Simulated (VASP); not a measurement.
Runs of VASP 6.6.1 on Ti. The structure is that of space group Fm-3m (No. 225), or close to it. The cells are those of the table. 

| cell | gap on the mesh (eV) | pressure (GPa) |
| --- | --- | --- |
| a = 2.909 Å, angles 60.0°, 1 atom | none | (a) |
| a = 2.812 Å, angles 60.0°, 1 atom | none | 2.2 |
| a = 2.871 Å, angles 60.0°, 1 atom | none | (b) |
| a = 2.927 Å, angles 60.0°, 1 atom | none | -10.7 |
| a = 2.852 Å, angles 60.0°, 1 atom | none | -2.9 |

Alike in all rows: task single point; level LDA; potentials or basis VASP PAW LDA potentials, release 64 (Ti_sv); no spin polarisation; k mesh 10 × 10 × 10; cutoff (eV) 520; smearing fermi-dirac 0.02 eV.

Estimate the missing entries.

(a) -9.1; (b) -5.2.

A gap of «none» marks levels without a gap at the run's occupations.
